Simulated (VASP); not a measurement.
# Ti6C (Pm-3m) in VASP: further runs

Ti6C is run at these levels: PBE; tasks: single point, relaxation of cell and atoms.

Everything below comes from runs of VASP 6.6.1. Logs are shortened: lines on timing, memory, paths and dates and some standing lists are left out, and cuts for length are marked.

### 1 The cell of the first run

It takes space group Pm-3m (No. 221, cubic). Conventional cell: a = 6.226 Å, b = 6.226 Å, c = 6.226 Å, α = 90.00°, β = 90.00°, γ = 90.00°. Within 2.5 Å of Ti (site symmetry 4mm) lie 1 Ti at 1.92 Å and 1 C at 2.15 Å. Within 2.8 Å of C (site symmetry m-3m) lie 6 Ti at 2.15 Å.

### 2 Single point, PBE

INCAR reads:

```
PREC     = Accurate       # precision mode
ENCUT    = 520            # plane-wave cutoff, eV
EDIFF    = 1E-6           # SCF threshold, eV
ISMEAR   = 0              # smearing method
SIGMA    = 0.1            # smearing width, eV
LREAL    = F              # projectors in reciprocal space
LASPH    = T              # aspherical terms in the spheres
NELM     = 100            # most SCF steps
ALGO     = Normal         # electronic algorithm
ISIF     = 2              # what is computed and relaxed
LWAVE    = F              # write WAVECAR
LCHARG   = F              # write CHGCAR
GGA      = PE             # functional
NBANDS   = 47             # bands
```

KPOINTS reads:

```
Automatic mesh
0
Gamma
  6 6 6
```

POSCAR reads:

```
Ti6C
1.0
    6.2261678745      0.0000000000      0.0000000000
    0.0000000000      6.2261678745      0.0000000000
    0.0000000000      0.0000000000      6.2261678745
Ti C
6 1
Direct
    0.6543651589      0.0000000000      0.0000000000
    0.3456348411      0.0000000000      0.0000000000
    0.0000000000      0.6543651589      0.0000000000
    0.0000000000      0.3456348411      0.0000000000
    0.0000000000      0.0000000000      0.6543651589
    0.0000000000      0.0000000000      0.3456348411
    0.0000000000      0.0000000000      0.0000000000
```

Potentials or basis: VASP PAW PBE potentials, release 64 (Ti_sv, C).

Command:

```
cat potpaw_PBE.64/Ti_sv/POTCAR potpaw_PBE.64/C/POTCAR > POTCAR
mpirun -np 1 vasp_std > vasp.out
```

OUTCAR:

```text
PREC = Accurate
   ENCUT = 520
   EDIFF = 1E-6
   ISMEAR = 0
   LREAL = F
   LASPH = T
   NELM = 100
   ISIF = 2
   GGA = PE

 ion  position               nearest neighbor table
   1  0.654  0.000  0.000-   2 1.92   7 2.15
   2  0.346  0.000  0.000-   1 1.92   7 2.15
   3  0.000  0.654  0.000-   4 1.92   7 2.15
   4  0.000  0.346  0.000-   3 1.92   7 2.15
   5  0.000  0.000  0.654-   6 1.92   7 2.15
   6  0.000  0.000  0.346-   5 1.92   7 2.15
   7  0.000  0.000  0.000-   1 2.15   2 2.15   3 2.15   4 2.15   5 2.15   6 2.15

  LATTYP: Found a simple cubic cell.
 ALAT       =     6.2261678745

  Lattice vectors:

 A1 = (   6.2261678745,   0.0000000000,   0.0000000000)
 A2 = (   0.0000000000,   6.2261678745,   0.0000000000)
 A3 = (   0.0000000000,   0.0000000000,   6.2261678745)

Analysis of symmetry for initial positions (statically):
=====================================================================
 Subroutine PRICEL returns:
 Original cell was already a primitive cell.

 Routine SETGRP: Setting up the symmetry group for a
 simple cubic supercell.

 Subroutine GETGRP returns: Found 48 space group operations
 (whereof 48 operations were pure point group operations)
 out of a pool of 48 trial point group operations.

The static configuration has the point symmetry O_h .

Analysis of symmetry for dynamics (positions and initial velocities):
=====================================================================
 Subroutine PRICEL returns:
 Original cell was already a primitive cell.

 Routine SETGRP: Setting up the symmetry group for a
 simple cubic supercell.

 Subroutine GETGRP returns: Found 48 space group operations
 (whereof 48 operations were pure point group operations)
 out of a pool of 48 trial point group operations.

The dynamic configuration has the point symmetry O_h .

 Subroutine INISYM returns: Found 48 space group operations
 (whereof 48 operations are pure point group operations),
 and found     1 'primitive' translations

----------------------------------------------------------------------------------------

                                     Primitive cell

  volume of cell :     241.3584

  direct lattice vectors                    reciprocal lattice vectors
     6.226167874  0.000000000  0.000000000     0.160612438  0.000000000  0.000000000
     0.000000000  6.226167874  0.000000000     0.000000000  0.160612438  0.000000000
     0.000000000  0.000000000  6.226167874     0.000000000  0.000000000  0.160612438

  length of vectors
     6.226167874  6.226167874  6.226167874     0.160612438  0.160612438  0.160612438

  position of ions in fractional coordinates (direct lattice)
     0.654365159  0.000000000  0.000000000
     0.345634841  0.000000000  0.000000000
     0.000000000  0.654365159  0.000000000
     0.000000000  0.345634841  0.000000000
     0.000000000  0.000000000  0.654365159
     0.000000000  0.000000000  0.345634841
     0.000000000  0.000000000  0.000000000

  ion indices of the primitive-cell ions
   primitive index   ion index
                 1           1
                 2           2
                 3           3
                 4           4
                 5           5
                 6           6
                 7           7

----------------------------------------------------------------------------------------

 KPOINTS: Automatic mesh

Automatic generation of k-mesh.
 Grid dimensions read from file:
 generate k-points for:    6    6    6

 Generating k-lattice:

  Cartesian coordinates                     Fractional coordinates (reciprocal lattice)
     0.026768740  0.000000000  0.000000000     0.166666667  0.000000000  0.000000000
     0.000000000  0.026768740  0.000000000     0.000000000  0.166666667  0.000000000
     0.000000000  0.000000000  0.026768740     0.000000000  0.000000000  0.166666667

  Length of vectors
     0.026768740  0.026768740  0.026768740

  Shift w.r.t. Gamma in fractional coordinates (k-lattice)
     0.000000000  0.000000000  0.000000000

 Subroutine IBZKPT returns following result:
 ===========================================

 Found     20 irreducible k-points:

 Following reciprocal coordinates:
            Coordinates               Weight
  0.000000  0.000000  0.000000      1.000000
  0.166667  0.000000  0.000000      6.000000
  0.333333  0.000000  0.000000      6.000000
  0.500000  0.000000  0.000000      3.000000
  0.166667  0.166667  0.000000     12.000000
  0.333333  0.166667  0.000000     24.000000
[... 12 lines left out ...]
  0.500000  0.500000  0.333333      6.000000
  0.500000  0.500000  0.500000      1.000000
   k-points           NKPTS =     20   k-points in BZ     NKDIM =     20   number of bands    NBANDS=     47
   number of dos      NEDOS =    301   number of ions     NIONS =      7
   total plane-waves  NPLWV = 110592
   dimension x,y,z NGX =    48 NGY =   48 NGZ =   48
   dimension x,y,z NGXF=    96 NGYF=   96 NGZF=   96
   ions per type =               6   1
   NGX,Y,Z   is equivalent  to a cutoff of  12.82, 12.82, 12.82 a.u.
   NGXF,Y,Z  is equivalent  to a cutoff of  25.63, 25.63, 25.63 a.u.
 SYSTEM =  unknown system
   PREC   = accura    normal or accurate (medium, high low for compatibility)
   ISTART =      0    job   : 0-new  1-cont  2-samecut
   ICHARG =      2    charge: 1-file 2-atom 10-const
   ISPIN  =      1    spin polarized calculation?
   LNONCOLLINEAR =      F non collinear calculations
   LSORBIT =      F    spin-orbit coupling
   LASPH  =      T    aspherical Exc in radial PAW
   ENCUT  =  520.0 eV  38.22 Ry    6.18 a.u.  11.58 11.58 11.58*2*pi/ulx,y,z
   NELM   =    100;   NELMIN=  2; NELMDL= -5     # of ELM steps
   EDIFF  = 0.1E-05   stopping-criterion for ELM
   LREAL  =      F    real-space projection
   EDIFFG = 0.1E-04   stopping-criterion for IOM
   NSW    =      0    number of steps for IOM
   IBRION =     -1    ionic relax: 0-MD 1-quasi-New 2-CG
   NFREE  =      0    steps in history (QN), initial steepest desc. (CG)
   ISIF   =      2    stress and relaxation
   ISYM   =      2    0-nonsym 1-usesym 2-fastsym
   POTIM  = 0.5000    time-step for ionic-motion
   TEBEG  =    0.0;   TEEND  =   0.0 temperature during run
   PSTRESS=    0.0 pullay stress
   NELECT =      76.0000    total number of electrons
   NUPDOWN=      -1.0000    fix difference up-down
   EMIN   =  10.00;   EMAX   =-10.00  energy-range for DOS
   EFERMI =   0.00;   METHOD = LEGACY
   ISMEAR =     0;   SIGMA  =   0.10  broadening in eV -4-tet -1-fermi 0-gaus
   EFERMI_NEDOS =   21; number of points for ismear=-14 and -15
   IALGO  =     38    algorithm
   IMIX   =      4    mixing-type and parameters
     AMIX     =   0.40;   BMIX     =  1.00
     AMIX_MAG =   1.60;   BMIX_MAG =  1.00
  volume/ion in A,a.u.               =      34.48       232.68
  Fermi-wavevector in a.u.,A,eV,Ry     =   1.113761  2.104702 16.877521  1.240463
  Thomas-Fermi vector in A             =   2.250349
   LORBIT       =      0    0 simple, 1 ext, 2 COOP (PROOUT), +10 PAW based schemes
   GGA     = PE    functional components
   LHFCALC =     F    Hartree Fock is set to
   AEXX    =    0.0000 exact exchange contribution
   IVDW    =     0    specifies the selected vdW correction
   LEPSILON=     F    determine dielectric tensor
   LRPA    =     F    only Hartree local field effects (RPA)
 non-spin polarized calculation
 Gauss-broadening in eV      SIGMA  =   0.10
  energy-cutoff  :      520.00
  volume of cell :      241.36
 maximum number of plane-waves:      6619
 NGX is ok and might be reduce to    48
   NGX = 23   NGY = 23   NGZ = 23

 number of electron      75.9999996 magnetization

 Free energy of the ion-electron system (eV)
  ---------------------------------------------------
  ext. energy  EPLUGINS =         0.00000000
  ---------------------------------------------------
  free energy    TOTEN  =       -41.53916817 eV

  energy without entropy =      -41.45060074  energy(sigma->0) =      -41.49488445

 E-fermi :   1.6969     XC(G=0):  -7.2864

 val. band max:        1.6906252845   @ k =   0.3333   0.3333   0.0000
 cond. band min:       1.7097456527   @ k =   0.5000   0.5000   0.1667
 fundamental gap:      0.0191203682
 Fermi energy:         1.6969125662

 k-point     1 :       0.0000    0.0000    0.0000
  band No.  band energies     occupation
      1     -55.0861      2.00000
      2     -55.0540      2.00000
      3     -55.0540      2.00000
      4     -53.9552      2.00000
      5     -53.9552      2.00000
      6     -53.9552      2.00000
[... 39 lines left out ...]
     46       3.1862      0.00000
     47       3.5125      0.00000

 k-point     2 :       0.1667    0.0000    0.0000
  band No.  band energies     occupation
      1     -55.0842      2.00000
      2     -55.0559      2.00000
      3     -55.0540      2.00000
      4     -53.9552      2.00000
      5     -53.9552      2.00000
      6     -53.9552      2.00000
[... 39 lines left out ...]
     46       3.2043      0.00000
     47       3.5046      0.00000

 k-point     3 :       0.3333    0.0000    0.0000
  band No.  band energies     occupation
      1     -55.0794      2.00000
      2     -55.0608      2.00000
      3     -55.0540      2.00000
      4     -53.9552      2.00000
      5     -53.9552      2.00000
      6     -53.9551      2.00000
[... 39 lines left out ...]
     46       3.2798      0.00000
     47       3.5960      0.00000

 k-point     4 :       0.5000    0.0000    0.0000
  band No.  band energies     occupation
      1     -55.0756      2.00000
      2     -55.0646      2.00000
      3     -55.0540      2.00000
      4     -53.9552      2.00000
      5     -53.9552      2.00000
      6     -53.9550      2.00000
[... 739 lines left out ...]
     46       2.9545      0.00000
     47       3.0874      0.00000

 k-point    19 :       0.5000    0.5000    0.3333
  band No.  band energies     occupation
      1     -55.0647      2.00000
      2     -55.0646      2.00000
      3     -55.0646      2.00000
      4     -53.9795      2.00000
      5     -53.9443      2.00000
      6     -53.9419      2.00000
[... 39 lines left out ...]
     46       2.8543      0.00000
     47       2.9681      0.00000

 k-point    20 :       0.5000    0.5000    0.5000
  band No.  band energies     occupation
      1     -55.0646      2.00000
      2     -55.0646      2.00000
      3     -55.0646      2.00000
      4     -53.9819      2.00000
      5     -53.9419      2.00000
      6     -53.9419      2.00000
[... 39 lines left out ...]
     46       2.8515      0.00000
     47       2.8516      0.00000

------------------------ aborting loop because EDIFF is reached ----------------------------------------

  FORCE on cell =-STRESS in cart. coord.  units (eV):
  Direction    XX          YY          ZZ          XY          YZ          ZX
  --------------------------------------------------------------------------------------
  -------------------------------------------------------------------------------------
  Total        1.2599108      1.2599108      1.2599108      0.0000000      0.0000000      0.0000000
  in kB        8.3634969      8.3634969      8.3634969      0.0000000      0.0000000      0.0000000
  external PRESSURE =       8.3634969 kB  Pullay stress =       0.0000000 kB

 VOLUME and BASIS-vectors are now :
 -----------------------------------------------------------------------------
  energy-cutoff  :      520.00
  volume of cell :      241.36
      direct lattice vectors                 reciprocal lattice vectors
     6.226167874  0.000000000  0.000000000     0.160612438  0.000000000  0.000000000
     0.000000000  6.226167874  0.000000000     0.000000000  0.160612438  0.000000000
     0.000000000  0.000000000  6.226167874     0.000000000  0.000000000  0.160612438

 POSITION                                       TOTAL-FORCE (eV/Angst)
 -----------------------------------------------------------------------------------
      4.07419      0.00000      0.00000         0.772886      0.000000      0.000000
      2.15198      0.00000      0.00000        -0.772886     -0.000000      0.000000
      0.00000      4.07419      0.00000        -0.000000      0.772886      0.000000
      0.00000      2.15198      0.00000         0.000000     -0.772886      0.000000
      0.00000      0.00000      4.07419         0.000000      0.000000      0.772886
      0.00000      0.00000      2.15198        -0.000000     -0.000000     -0.772886
      0.00000      0.00000      0.00000         0.000000     -0.000000      0.000000
 -----------------------------------------------------------------------------------
    total drift:                                0.000000      0.000000     -0.000000

  FREE ENERGIE OF THE ION-ELECTRON SYSTEM (eV)
  ---------------------------------------------------
  free  energy   TOTEN  =       -41.5391681713 eV

  energy  without entropy=      -41.4506007367  energy(sigma->0) =      -41.49488445
```

It took 3.5 min on 1 thread of Intel Xeon Platinum 8488C (Sapphire Rapids), shared host; peak memory 0.41 GiB.

Results:

* Free energy: -41.5392 eV
* Pressure: 0.8 GPa
* Largest force: 0.773 eV/Å
* Band gap on the k mesh: zero (band 38 reaches 1.86 eV, above the bottom of band 39 at 1.60 eV)

Forces in eV/Å, atoms in the order of the input:
```
Ti   0.773  0.000  0.000
Ti  -0.773  0.000  0.000
Ti   0.000  0.773  0.000
Ti   0.000 -0.773  0.000
Ti   0.000  0.000  0.773
Ti   0.000  0.000 -0.773
C    0.000  0.000  0.000
```

Levels at points of the mesh, in eV from the Fermi level:
| k point | band 36 | band 37 | band 38 | band 39 | band 40 | band 41 |
| --- | --- | --- | --- | --- | --- | --- |
| (0.00, 0.00, 0.00) | 0.06 | 0.06 | 0.17 | 0.17 | 0.17 | 0.66 |
| (0.50, 0.00, 0.00) | -0.09 | -0.09 | -0.02 | 0.15 | 0.15 | 0.19 |
| (0.50, 0.50, 0.00) | -0.32 | -0.29 | -0.24 | -0.09 | 0.22 | 0.31 |
| (0.50, 0.50, 0.50) | -0.08 | -0.08 | -0.08 | 0.41 | 0.41 | 0.41 |

### 3 Single point, PBE

This run uses another cell than the first one, of 7.07 Å³/atom, 0.205 times its volume.

INCAR reads:

```
PREC = Accurate ; ENCUT = 520
EDIFF = 1E-6 ; ISMEAR = 0
SIGMA = 0.1 ; LREAL = False
LASPH = True ; NELM = 100
ALGO = Normal ; ISIF = 2
LWAVE = False ; LCHARG = True
GGA = PE ; LELF = True
LVHAR = True ; NBANDS = 47
```

KPOINTS reads:

```
regular mesh
0
Gamma
  6 6 6
```

POSCAR reads:

```
Ti6C
1.0
    3.6714072700      0.0000000000      0.0000000000
    0.0000000000      3.6714072700      0.0000000000
    0.0000000000      0.0000000000      3.6714072700
Ti C
6 1
Direct
    0.7690193800      0.0000000000      0.0000000000
    0.2309806200      0.0000000000      0.0000000000
    0.0000000000      0.7690193800      0.0000000000
    0.0000000000      0.2309806200      0.0000000000
    0.0000000000      0.0000000000      0.7690193800
    0.0000000000      0.0000000000      0.2309806200
    0.0000000000      0.0000000000      0.0000000000
```

Potentials or basis: VASP PAW PBE potentials, release 64 (Ti_sv, C).

Command:

```
cat potpaw_PBE.64/Ti_sv/POTCAR potpaw_PBE.64/C/POTCAR > POTCAR
mpirun -np 1 vasp_std > vasp.out
```

Run time: 1.9 min. Hardware: 1 thread of Intel Xeon Platinum 8488C (Sapphire Rapids), shared host; peak memory 0.18 GiB.

The run converged, but its numbers aren't listed here, since they failed a check.

Caveat: forces of over 1 eV/Å act on the atoms, so gaps and moduli don't describe the material at rest.

[end of part 1 of 2]
